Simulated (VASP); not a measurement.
# CdS (Hawleyite) in VASP: further runs

Runs on CdS (Hawleyite). Level: r2SCAN. Tasks: single point.

Program: VASP 6.6.1. These are calculated values, not measurements. Logs are shortened: lines on timing, memory, paths and dates and some standing lists are left out, and cuts for length are marked.

## Step 1: The cell of the first run

Symmetry: F-43m, No. 216, cubic system. The conventional cell has a = 5.879 Å, b = 5.879 Å, c = 5.879 Å, α = 90.00°, β = 90.00°, γ = 90.00°. Within 3.4 Å of Cd (site symmetry -43m) lie 4 S at 2.55 Å. Within 3.4 Å of S (site symmetry -43m) lie 4 Cd at 2.55 Å.

## Step 2: Single point, r2SCAN

File POSCAR:

```
CdS
1.0
    2.9392742341      2.9392742341      0.0000000000
   -2.9392742341      2.9392742341      0.0000000000
    0.0000000000      2.9392742341      2.9392742341
Cd S
1 1
Direct
    0.0000000000      0.0000000000      0.0000000000
    0.7500000000      0.2500000000      0.5000000000
```

File INCAR.step1:

```
  ALGO = Normal
  EDIFF = 1E-4
  ENCUT = 520
  GGA = PE
  ISMEAR = 0
  LASPH = T
  LCHARG = F
  LREAL = F
  LWAVE = T
  NBANDS = 16
  NELM = 80
  PREC = Accurate
  SIGMA = 0.01
```

File INCAR.step2:

```
  ALGO = Normal
  EDIFF = 1E-6
  ENCUT = 520
  ISIF = 2
  ISMEAR = 0
  ISTART = 1
  LASPH = T
  LCHARG = T
  LELF = T
  LMIXTAU = T
  LREAL = F
  LVHAR = T
  LWAVE = F
  METAGGA = R2SCAN
  NBANDS = 16
  NELM = 80
  PREC = Accurate
  SIGMA = 0.01
```

File KPOINTS:

```
k-points
0
Gamma
  8 8 8
```

Potentials or basis: VASP PAW PBE potentials, release 64 (Cd, S).

Launch:

```console
cat potpaw_PBE.64/Cd/POTCAR potpaw_PBE.64/S/POTCAR > POTCAR
cp INCAR.step1 INCAR
mpirun -np 1 vasp_std > vasp.out
cp INCAR.step2 INCAR
mpirun -np 1 vasp_std > vasp.out
```

OUTCAR:

```text
EDIFF = 1E-6
   ENCUT = 520
   ISIF = 2
   ISMEAR = 0
   ISTART = 1
   LASPH = T
   LREAL = F
   METAGGA = R2SCAN
   NELM = 80
   PREC = Accurate

 ion  position               nearest neighbor table
   1  0.000  0.000  0.000-   2 2.55   2 2.55   2 2.55   2 2.55
   2  0.750  0.250  0.500-   1 2.55   1 2.55   1 2.55   1 2.55

  LATTYP: Found a face centered cubic cell.
 ALAT       =     5.8785484682

  Lattice vectors:

 A1 = (   0.0000000000,   2.9392742341,   2.9392742341)
 A2 = (   2.9392742341,   0.0000000000,   2.9392742341)
 A3 = (   2.9392742341,   2.9392742341,   0.0000000000)

Analysis of symmetry for initial positions (statically):
=====================================================================
 Subroutine PRICEL returns:
 Original cell was already a primitive cell.

 Routine SETGRP: Setting up the symmetry group for a
 face centered cubic supercell.

 Subroutine GETGRP returns: Found 24 space group operations
 (whereof 24 operations were pure point group operations)
 out of a pool of 48 trial point group operations.

The static configuration has the point symmetry T_d .

Analysis of symmetry for dynamics (positions and initial velocities):
=====================================================================
 Subroutine PRICEL returns:
 Original cell was already a primitive cell.

 Routine SETGRP: Setting up the symmetry group for a
 face centered cubic supercell.

 Subroutine GETGRP returns: Found 24 space group operations
 (whereof 24 operations were pure point group operations)
 out of a pool of 48 trial point group operations.

The dynamic configuration has the point symmetry T_d .

 Subroutine INISYM returns: Found 24 space group operations
 (whereof 24 operations are pure point group operations),
 and found     1 'primitive' translations

----------------------------------------------------------------------------------------

                                     Primitive cell

  volume of cell :      50.7867

  direct lattice vectors                    reciprocal lattice vectors
     2.939274234  2.939274234  0.000000000     0.170110020  0.170110020 -0.170110020
    -2.939274234  2.939274234  0.000000000    -0.170110020  0.170110020 -0.170110020
     0.000000000  2.939274234  2.939274234     0.000000000  0.000000000  0.340220041

  length of vectors
     4.156761485  4.156761485  4.156761485     0.294639198  0.294639198  0.340220041

  position of ions in fractional coordinates (direct lattice)
     0.000000000  0.000000000  0.000000000
     0.750000000  0.250000000  0.500000000

  ion indices of the primitive-cell ions
   primitive index   ion index
                 1           1
                 2           2

----------------------------------------------------------------------------------------

 KPOINTS: k-points

Automatic generation of k-mesh.
 Grid dimensions read from file:
 generate k-points for:    8    8    8

 Generating k-lattice:

  Cartesian coordinates                     Fractional coordinates (reciprocal lattice)
     0.021263753  0.021263753 -0.021263753     0.125000000  0.000000000  0.000000000
    -0.021263753  0.021263753 -0.021263753     0.000000000  0.125000000  0.000000000
     0.000000000  0.000000000  0.042527505     0.000000000  0.000000000  0.125000000

  Length of vectors
     0.036829900  0.036829900  0.042527505

  Shift w.r.t. Gamma in fractional coordinates (k-lattice)
     0.000000000  0.000000000  0.000000000

 Subroutine IBZKPT returns following result:
 ===========================================

 Found     29 irreducible k-points:

 Following reciprocal coordinates:
            Coordinates               Weight
  0.000000  0.000000  0.000000      1.000000
  0.125000  0.000000  0.000000      8.000000
  0.250000  0.000000  0.000000      8.000000
  0.375000  0.000000  0.000000      8.000000
  0.500000  0.000000  0.000000      4.000000
  0.125000  0.125000  0.000000     12.000000
[... 16 lines left out ...]
  0.375000  0.250000  0.125000     48.000000
  0.500000  0.250000  0.125000     24.000000
 [... further k-points ...]
   k-points           NKPTS =     29   k-points in BZ     NKDIM =     29   number of bands    NBANDS=     16
   number of dos      NEDOS =    301   number of ions     NIONS =      2
   total plane-waves  NPLWV =  32768
   dimension x,y,z NGX =    32 NGY =   32 NGZ =   32
   dimension x,y,z NGXF=    64 NGYF=   64 NGZF=   64
   ions per type =               1   1
   NGX,Y,Z   is equivalent  to a cutoff of  12.80, 12.80, 12.80 a.u.
   NGXF,Y,Z  is equivalent  to a cutoff of  25.60, 25.60, 25.60 a.u.
 SYSTEM =  unknown system
   PREC   = accura    normal or accurate (medium, high low for compatibility)
   ISTART =      1    job   : 0-new  1-cont  2-samecut
   ICHARG =      0    charge: 1-file 2-atom 10-const
   ISPIN  =      1    spin polarized calculation?
   LNONCOLLINEAR =      F non collinear calculations
   LSORBIT =      F    spin-orbit coupling
   LASPH  =      T    aspherical Exc in radial PAW
   ENCUT  =  520.0 eV  38.22 Ry    6.18 a.u.   7.73  7.73  7.73*2*pi/ulx,y,z
   NELM   =     80;   NELMIN=  2; NELMDL=  0     # of ELM steps
   EDIFF  = 0.1E-05   stopping-criterion for ELM
   LREAL  =      F    real-space projection
   EDIFFG = 0.1E-04   stopping-criterion for IOM
   NSW    =      0    number of steps for IOM
   IBRION =     -1    ionic relax: 0-MD 1-quasi-New 2-CG
   NFREE  =      0    steps in history (QN), initial steepest desc. (CG)
   ISIF   =      2    stress and relaxation
   ISYM   =      2    0-nonsym 1-usesym 2-fastsym
   POTIM  = 0.5000    time-step for ionic-motion
   TEBEG  =    0.0;   TEEND  =   0.0 temperature during run
   PSTRESS=    0.0 pullay stress
   NELECT =      18.0000    total number of electrons
   NUPDOWN=      -1.0000    fix difference up-down
   EMIN   =  10.00;   EMAX   =-10.00  energy-range for DOS
   EFERMI =   0.00;   METHOD = LEGACY
   ISMEAR =     0;   SIGMA  =   0.01  broadening in eV -4-tet -1-fermi 0-gaus
   EFERMI_NEDOS =   21; number of points for ismear=-14 and -15
   IALGO  =     38    algorithm
   IMIX   =      4    mixing-type and parameters
     AMIX     =   0.40;   BMIX     =  1.00
     AMIX_MAG =   1.60;   BMIX_MAG =  1.00
  volume/ion in A,a.u.               =      25.39       171.36
  Fermi-wavevector in a.u.,A,eV,Ry     =   1.158552  2.189346 18.262324  1.342243
  Thomas-Fermi vector in A             =   2.295153
   LORBIT       =      0    0 simple, 1 ext, 2 COOP (PROOUT), +10 PAW based schemes
   METAGGA = R2SCAN    functional components
   LHFCALC =     F    Hartree Fock is set to
   AEXX    =    0.0000 exact exchange contribution
   IVDW    =     0    specifies the selected vdW correction
   LEPSILON=     F    determine dielectric tensor
   LRPA    =     F    only Hartree local field effects (RPA)
 non-spin polarized calculation
 Gauss-broadening in eV      SIGMA  =   0.01
  energy-cutoff  :      520.00
  volume of cell :       50.79
 maximum number of plane-waves:      1384
   NGX = 15   NGY = 15   NGZ = 15

 number of electron      18.0000005 magnetization

 Free energy of the ion-electron system (eV)
  ---------------------------------------------------
  ext. energy  EPLUGINS =         0.00000000
  ---------------------------------------------------
  free energy    TOTEN  =       -29.68596419 eV

  energy without entropy =      -29.68596419  energy(sigma->0) =      -29.68596419

 E-fermi :   0.9467     XC(G=0):  -9.6187

 val. band max:        0.8520111287   @ k =   0.0000   0.0000   0.0000
 cond. band min:       2.3901246563   @ k =   0.0000   0.0000   0.0000
 fundamental gap:      1.5381135276
 Fermi energy:         0.9466930383

 k-point     1 :       0.0000    0.0000    0.0000
  band No.  band energies     occupation
      1     -11.8789      2.00000
      2      -7.0337      2.00000
      3      -7.0337      2.00000
      4      -7.0337      2.00000
      5      -6.5533      2.00000
      6      -6.5533      2.00000
[... 8 lines left out ...]
     15      12.8276      0.00000
     16      12.8276      0.00000

 k-point     2 :       0.1250    0.0000    0.0000
  band No.  band energies     occupation
      1     -11.8194      2.00000
      2      -7.0115      2.00000
      3      -7.0115      2.00000
      4      -6.9766      2.00000
      5      -6.5541      2.00000
      6      -6.5541      2.00000
[... 8 lines left out ...]
     15      12.1979      0.00000
     16      13.2642      0.00000

 k-point     3 :       0.2500    0.0000    0.0000
  band No.  band energies     occupation
      1     -11.6752      2.00000
      2      -6.9630      2.00000
      3      -6.9630      2.00000
      4      -6.7785      2.00000
      5      -6.5488      2.00000
      6      -6.5488      2.00000
[... 8 lines left out ...]
     15      11.9662      0.00000
     16      12.5389      0.00000

 k-point     4 :       0.3750    0.0000    0.0000
  band No.  band energies     occupation
      1     -11.5310      2.00000
      2      -6.9247      2.00000
      3      -6.9247      2.00000
      4      -6.5301      2.00000
      5      -6.5301      2.00000
      6      -6.4294      2.00000
[... 8 lines left out ...]
     15      12.8812      0.00000
     16      12.8812      0.00000
[... 324 lines left out ...]
 k-point    22 :       0.2500    0.2500    0.1250
  band No.  band energies     occupation
      1     -11.5693      2.00000
      2      -6.9103      2.00000
      3      -6.8842      2.00000
      4      -6.7106      2.00000
      5      -6.5443      2.00000
      6      -6.4947      2.00000
[... 8 lines left out ...]
     15      13.4083      0.00000
     16      15.1460      0.00000

 k-point    23 :       0.3750    0.2500    0.1250
  band No.  band energies     occupation
      1     -11.4558      2.00000
      2      -6.8727      2.00000
      3      -6.8492      2.00000
      4      -6.6143      2.00000
      5      -6.5207      2.00000
      6      -6.2686      2.00000
[... 8 lines left out ...]
     15      14.2458      0.00000
     16      14.5198      0.00000

 k-point    24 :       0.5000    0.2500    0.1250
  band No.  band energies     occupation
      1     -11.4095      2.00000
      2      -6.8663      2.00000
      3      -6.8328      2.00000
      4      -6.5768      2.00000
      5      -6.5275      2.00000
      6      -6.0791      2.00000
[... 8 lines left out ...]
     15      13.6662      0.00000
     16      14.6121      0.00000

 [... further k-points ...]

------------------------ aborting loop because EDIFF is reached ----------------------------------------

  FORCE on cell =-STRESS in cart. coord.  units (eV):
  Direction    XX          YY          ZZ          XY          YZ          ZX
  --------------------------------------------------------------------------------------
  -------------------------------------------------------------------------------------
  Total        0.0888536      0.0888536      0.0888536      0.0000000      0.0000000      0.0000000
  in kB        2.8030780      2.8030780      2.8030780      0.0000000      0.0000000      0.0000000
  external PRESSURE =       2.8030780 kB  Pullay stress =       0.0000000 kB

 VOLUME and BASIS-vectors are now :
 -----------------------------------------------------------------------------
  energy-cutoff  :      520.00
  volume of cell :       50.79
      direct lattice vectors                 reciprocal lattice vectors
     2.939274234  2.939274234  0.000000000     0.170110020  0.170110020 -0.170110020
    -2.939274234  2.939274234  0.000000000    -0.170110020  0.170110020 -0.170110020
     0.000000000  2.939274234  2.939274234     0.000000000  0.000000000  0.340220041

 POSITION                                       TOTAL-FORCE (eV/Angst)
 -----------------------------------------------------------------------------------
      0.00000      0.00000      0.00000        -0.000000     -0.000000     -0.000000
      1.46964      4.40891      1.46964         0.000000      0.000000      0.000000
 -----------------------------------------------------------------------------------
    total drift:                                0.000006     -0.000000      0.000000

  FREE ENERGIE OF THE ION-ELECTRON SYSTEM (eV)
  ---------------------------------------------------
  free  energy   TOTEN  =       -29.6859641897 eV

  energy  without entropy=      -29.6859641897  energy(sigma->0) =      -29.68596419
```

Run time: 31 s. Hardware: 1 thread of Intel Xeon 6975P-C (Granite Rapids), shared host; peak memory 0.19 GiB.

What came out:

- Free energy: -29.6860 eV
- Pressure: 0.3 GPa
- Band gap on the k mesh: 1.54 eV, direct

Levels at points of the mesh, in eV from the valence-band top:
```tsv
k point	band 5	band 6	band 7	band 8	band 9	band 10	band 11	band 12	band 13	band 14
(0.00, 0.00, 0.00)	-7.41	-7.41	0.00	0.00	0.00	1.54	7.08	7.08	7.08	11.82
(0.50, 0.00, 0.00)	-7.37	-7.04	-4.32	-0.73	-0.73	3.44	7.48	7.48	7.83	11.49
(0.50, 0.50, 0.00)	-7.32	-6.97	-3.87	-1.84	-1.84	3.88	4.73	9.69	11.40	11.40
```

Caveat: the PAW data sets were made with another functional, which shifts forces and pressure a little. r2SCAN opens gaps a little over a GGA but as a rule still falls short of measured ones.

(Continued in part 2 of 2.)
